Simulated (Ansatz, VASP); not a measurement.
## AlW3: VASP beside Ansatz

```
CELL_PARAMETERS angstrom
4.03917 0.00000 0.00000
0.00000 4.03917 0.00000
0.00000 0.00000 3.92068
ATOMIC_POSITIONS crystal
Al 0.00000 0.00000 0.00000
W 0.50000 0.50000 0.00000
W 0.50000 0.00000 0.50000
W 0.00000 0.50000 0.50000
```

Change from the starting cell: species swapped into the InPd3 type (P4/mmm, No. 123).

Alike in both runs: task single point; functional PBE; k mesh 4 × 4 × 4; occupations gaussian, width 0.1 eV; no spin polarisation.

|  | VASP | Ansatz |
| --- | --- | --- |
| version | VASP 6.6.1 | Ansatz 0.2.0 |
| potentials or method | VASP PAW PBE potentials, release 64 (Al, W_sv), cutoff 520 eV | scalar-relativistic, plane waves, PAW |
| valence electrons in the cell | 45 | 45 |

VASP gave:

```
gap on the k mesh at the Fermi level (eV)                     : none
pressure (GPa)                                                : -2.5
traceless stress, the component that is largest in VASP (GPa) : 0.32
```

Estimate Ansatz's values.

gap on the k mesh at the Fermi level (eV): none; pressure (GPa): -2.8; traceless stress, the component that is largest in VASP (GPa): 0.28.

A gap of «none» marks a metal or a gap that the smearing closes.

The k mesh is coarse, so the values compare programs but aren't converged. Spin-orbit coupling is off throughout.
